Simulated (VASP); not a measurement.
# C (P-1) in VASP: further runs, part 3 of 3

VASP 6.6.1.

### 5 Single point, PBEsol+D3(BJ)

This run uses another cell than the first one, of 8.59 Å³/atom, 1.025 times its volume.

The input, INCAR:

```
PREC = Accurate ; ENCUT = 520
EDIFF = 1E-7 ; ISMEAR = 0
SIGMA = 0.05 ; LREAL = False
LASPH = True ; NELM = 60
ALGO = Normal ; ISIF = 2
LWAVE = False ; LCHARG = True
GGA = PS ; IVDW = 12
LELF = True ; LVHAR = True
NBANDS = 11
```

The input, KPOINTS:

```
Automatic mesh
0
Gamma
  15 15 15
```

The input, POSCAR:

```
C
1.0
    1.2290461105      0.7095901028      3.2829684898
   -1.2290461105      0.7095901028      3.2829684898
    0.0000000000     -1.4191802055      3.2829684898
C
2
Direct
    0.1584472250      0.1747200074      0.1665836162
    0.8415527750      0.8252799926      0.8334163838
```

Potentials or basis: VASP PAW PBE potentials, release 64 (C).

Launch:

```bash
$ cat potpaw_PBE.64/C/POTCAR > POTCAR
$ mpirun -np 1 vasp_std > vasp.out
```

OUTCAR:

```text
PREC = Accurate
   ENCUT = 520
   EDIFF = 1E-7
   ISMEAR = 0
   LREAL = False
   LASPH = True
   NELM = 60
   ISIF = 2
   GGA = PS
   IVDW = 12
 IVDW          = 12

 ion  position               nearest neighbor table
   1  0.158  0.175  0.167-   2 1.38   2 1.42   2 1.45
   2  0.842  0.825  0.833-   1 1.38   1 1.42   1 1.45

  LATTYP: Found a trigonal (rhomboedric) cell.
 ALAT       =     3.5765842029
 COS(alpha) =     0.7638274378

  Lattice vectors:

 A1 = (   1.2290461105,   0.7095901028,   3.2829684898)
 A2 = (  -1.2290461105,   0.7095901028,   3.2829684898)
 A3 = (   0.0000000000,  -1.4191802055,   3.2829684898)

Analysis of symmetry for initial positions (statically):
=====================================================================
 Subroutine PRICEL returns:
 Original cell was already a primitive cell.

 Routine SETGRP: Setting up the symmetry group for a
 trigonal (rhombohedral) supercell.

 Subroutine GETGRP returns: Found  2 space group operations
 (whereof  2 operations were pure point group operations)
 out of a pool of 12 trial point group operations.

The static configuration has the point symmetry S_2 .

Analysis of symmetry for dynamics (positions and initial velocities):
=====================================================================
 Subroutine PRICEL returns:
 Original cell was already a primitive cell.

 Routine SETGRP: Setting up the symmetry group for a
 trigonal (rhombohedral) supercell.

 Subroutine GETGRP returns: Found  2 space group operations
 (whereof  2 operations were pure point group operations)
 out of a pool of 12 trial point group operations.

The dynamic configuration has the point symmetry S_2 .

 Subroutine INISYM returns: Found  2 space group operations
 (whereof  2 operations are pure point group operations),
 and found     1 'primitive' translations

----------------------------------------------------------------------------------------

                                     Primitive cell

  volume of cell :      17.1788

  direct lattice vectors                    reciprocal lattice vectors
     1.229046110  0.709590103  3.282968490     0.406819562  0.234877383  0.101534125
    -1.229046110  0.709590103  3.282968490    -0.406819562  0.234877383  0.101534125
     0.000000000 -1.419180206  3.282968490     0.000000000 -0.469754767  0.101534125

  length of vectors
     3.576584203  3.576584203  3.576584203     0.480602455  0.480602455  0.480602455

  position of ions in fractional coordinates (direct lattice)
     0.158447225  0.174720007  0.166583616
     0.841552775  0.825279993  0.833416384

  ion indices of the primitive-cell ions
   primitive index   ion index
                 1           1
                 2           2

----------------------------------------------------------------------------------------

 KPOINTS: Automatic mesh

Automatic generation of k-mesh.
 Grid dimensions read from file:
 generate k-points for:   15   15   15

 Generating k-lattice:

  Cartesian coordinates                     Fractional coordinates (reciprocal lattice)
     0.027121304  0.015658492  0.006768942     0.066666667  0.000000000  0.000000000
[... 39 lines left out ...]
 -0.066667  0.000000 -0.066667      2.000000
 [... further k-points ...]
   k-points           NKPTS =   1688   k-points in BZ     NKDIM =   1688   number of bands    NBANDS=     11
   number of dos      NEDOS =    301   number of ions     NIONS =      2
   total plane-waves  NPLWV =  21952
   dimension x,y,z NGX =    28 NGY =   28 NGZ =   28
   dimension x,y,z NGXF=    56 NGYF=   56 NGZF=   56
   ions per type =               2
   NGX,Y,Z   is equivalent  to a cutoff of  13.01, 13.01, 13.01 a.u.
   NGXF,Y,Z  is equivalent  to a cutoff of  26.03, 26.03, 26.03 a.u.
 SYSTEM =  unknown system
   PREC   = accura    normal or accurate (medium, high low for compatibility)
   ISTART =      0    job   : 0-new  1-cont  2-samecut
   ICHARG =      2    charge: 1-file 2-atom 10-const
   ISPIN  =      1    spin polarized calculation?
   LNONCOLLINEAR =      F non collinear calculations
   LSORBIT =      F    spin-orbit coupling
   LASPH  =      T    aspherical Exc in radial PAW
   ENCUT  =  520.0 eV  38.22 Ry    6.18 a.u.   6.65  6.65  6.65*2*pi/ulx,y,z
   NELM   =     60;   NELMIN=  2; NELMDL= -5     # of ELM steps
   EDIFF  = 0.1E-06   stopping-criterion for ELM
   LREAL  =      F    real-space projection
   EDIFFG = 0.1E-05   stopping-criterion for IOM
   NSW    =      0    number of steps for IOM
   IBRION =     -1    ionic relax: 0-MD 1-quasi-New 2-CG
   NFREE  =      0    steps in history (QN), initial steepest desc. (CG)
   ISIF   =      2    stress and relaxation
   ISYM   =      2    0-nonsym 1-usesym 2-fastsym
   POTIM  = 0.5000    time-step for ionic-motion
   TEBEG  =    0.0;   TEEND  =   0.0 temperature during run
   PSTRESS=    0.0 pullay stress
   NELECT =       8.0000    total number of electrons
   NUPDOWN=      -1.0000    fix difference up-down
   EMIN   =  10.00;   EMAX   =-10.00  energy-range for DOS
   EFERMI =   0.00;   METHOD = LEGACY
   ISMEAR =     0;   SIGMA  =   0.05  broadening in eV -4-tet -1-fermi 0-gaus
   EFERMI_NEDOS =   21; number of points for ismear=-14 and -15
   IALGO  =     38    algorithm
   IMIX   =      4    mixing-type and parameters
     AMIX     =   0.40;   BMIX     =  1.00
     AMIX_MAG =   1.60;   BMIX_MAG =  1.00
  volume/ion in A,a.u.               =       8.59        57.96
  Fermi-wavevector in a.u.,A,eV,Ry     =   1.268938  2.397944 21.908137  1.610203
  Thomas-Fermi vector in A             =   2.402006
   LORBIT       =      0    0 simple, 1 ext, 2 COOP (PROOUT), +10 PAW based schemes
   GGA     = PS    functional components
   LHFCALC =     F    Hartree Fock is set to
   AEXX    =    0.0000 exact exchange contribution
   IVDW    =    12    specifies the selected vdW correction
   LEPSILON=     F    determine dielectric tensor
   LRPA    =     F    only Hartree local field effects (RPA)
 non-spin polarized calculation
 Gauss-broadening in eV      SIGMA  =   0.05
  energy-cutoff  :      520.00
  volume of cell :       17.18
 maximum number of plane-waves:       476
   NGX = 13   NGY = 13   NGZ = 13

 number of electron       8.0000000 magnetization

 Free energy of the ion-electron system (eV)
  ---------------------------------------------------
  ext. energy  EPLUGINS =         0.00000000
  ---------------------------------------------------
  free energy    TOTEN  =       -19.23680752 eV

  energy without entropy =      -19.23680737  energy(sigma->0) =      -19.23680744

 E-fermi :   4.8170     XC(G=0): -10.7152

 val. band max:        4.7006571959   @ k =   0.4000   0.0667  -0.2667
 cond. band min:       4.9332729034   @ k =   0.4000   0.0667  -0.2667
 fundamental gap:      0.2326157075
 Fermi energy:         4.8169670418

 k-point     1 :       0.0000    0.0000    0.0000
  band No.  band energies     occupation
      1     -14.8692      2.00000
      2      -1.6511      2.00000
      3       1.2940      2.00000
      4       2.5076      2.00000
      5       9.0446      0.00000
      6      12.4680      0.00000
      7      14.0411      0.00000
      8      16.3208      0.00000
      9      17.8352      0.00000
     10      27.4030      0.00000
     11      30.9472      0.00000
[... 309 lines left out ...]
 k-point    24 :      -0.0667    0.0000   -0.0667
  band No.  band energies     occupation
      1     -14.7566      2.00000
      2      -1.5831      2.00000
      3       0.9233      2.00000
      4       2.2301      2.00000
      5       9.2793      0.00000
      6      12.9011      0.00000
      7      14.0751      0.00000
      8      15.9207      0.00000
      9      18.0512      0.00000
     10      27.7541      0.00000
     11      29.8868      0.00000

 [... further k-points ...]

------------------------ aborting loop because EDIFF is reached ----------------------------------------

 Edisp (eV)   -0.22527

 E8    (eV) :    -0.1095

  FORCE on cell =-STRESS in cart. coord.  units (eV):
  Direction    XX          YY          ZZ          XY          YZ          ZX
  --------------------------------------------------------------------------------------
  -------------------------------------------------------------------------------------
  Total       0.26774     0.22388    -0.00442    -0.52572    -0.00057    -0.00219
  in kB      24.97113    20.88023    -0.41266   -49.03085    -0.05311    -0.20397
  external pressure =       15.15 kB  Pullay stress =        0.00 kB

 VOLUME and BASIS-vectors are now :
 -----------------------------------------------------------------------------
  energy-cutoff  :      520.00
  volume of cell :       17.18
      direct lattice vectors                 reciprocal lattice vectors
     1.229046110  0.709590103  3.282968490     0.406819562  0.234877383  0.101534125
    -1.229046110  0.709590103  3.282968490    -0.406819562  0.234877383  0.101534125
     0.000000000 -1.419180206  3.282968490     0.000000000 -0.469754767  0.101534125

 POSITION                                       TOTAL-FORCE (eV/Angst)
 -----------------------------------------------------------------------------------
     -0.02000      0.00000      1.64067         2.219363     -0.110908      0.002127
      0.02000      0.00000      8.20824        -2.219363      0.110908     -0.002127
 -----------------------------------------------------------------------------------
    total drift:                                0.000000     -0.000000     -0.000000

  FREE ENERGIE OF THE ION-ELECTRON SYSTEM (eV)
  ---------------------------------------------------
  free  energy   TOTEN  =       -19.4620774411 eV

  energy  without entropy=      -19.4620772916  energy(sigma->0) =      -19.46207737
```

OSZICAR:

```text
N       E                     dE             d eps       ncg     rms          rms(c)
DAV:   1     0.511172513007E+01    0.51117E+01   -0.45639E+03 38250   0.666E+02
DAV:   2    -0.198396079664E+02   -0.24951E+02   -0.23568E+02 48178   0.131E+02
DAV:   3    -0.204286589551E+02   -0.58905E+00   -0.58774E+00 46912   0.169E+01
DAV:   4    -0.204307132422E+02   -0.20543E-02   -0.20541E-02 42760   0.122E+00
DAV:   5    -0.204307205615E+02   -0.73193E-05   -0.73194E-05 47355   0.679E-02    0.645E+00
DAV:   6    -0.195211658720E+02    0.90955E+00   -0.78774E-01 43856   0.510E+00    0.372E+00
DAV:   7    -0.192353703134E+02    0.28580E+00   -0.84973E-01 44965   0.536E+00    0.981E-01
DAV:   8    -0.192370055889E+02   -0.16353E-02   -0.18423E-02 41807   0.884E-01    0.124E-01
DAV:   9    -0.192367683845E+02    0.23720E-03   -0.59100E-04 44860   0.150E-01    0.529E-02
DAV:  10    -0.192368074141E+02   -0.39030E-04   -0.78638E-05 43007   0.625E-02    0.232E-02
DAV:  11    -0.192368073812E+02    0.32933E-07   -0.41551E-06 45030   0.122E-02    0.415E-03
DAV:  12    -0.192368075439E+02   -0.16270E-06   -0.25126E-07 42833   0.378E-03    0.160E-03
DAV:  13    -0.192368075163E+02    0.27506E-07   -0.46494E-08 42483   0.140E-03
   1 F= -.19462077E+02 E0= -.19462077E+02  d E =-.149516E-06
```

Wall time 3.2 min (1 thread of Intel Xeon 6975P-C (Granite Rapids), shared host); peak memory 0.38 GiB.

Results:

```yaml
Free_energy: -19.4621 eV
Pressure: 1.5 GPa
Largest_force: 2.222 eV/Å
Band_gap_on_the_k_mesh: 0.23 eV, direct
Dispersion_energy_per_atom: -0.113 eV
```

Forces in eV/Å, atoms in the order of the input:
```
C    2.219 -0.111  0.002
C   -2.219  0.111 -0.002
```

Caveat: the PAW data sets were made with another functional, which shifts forces and pressure a little.
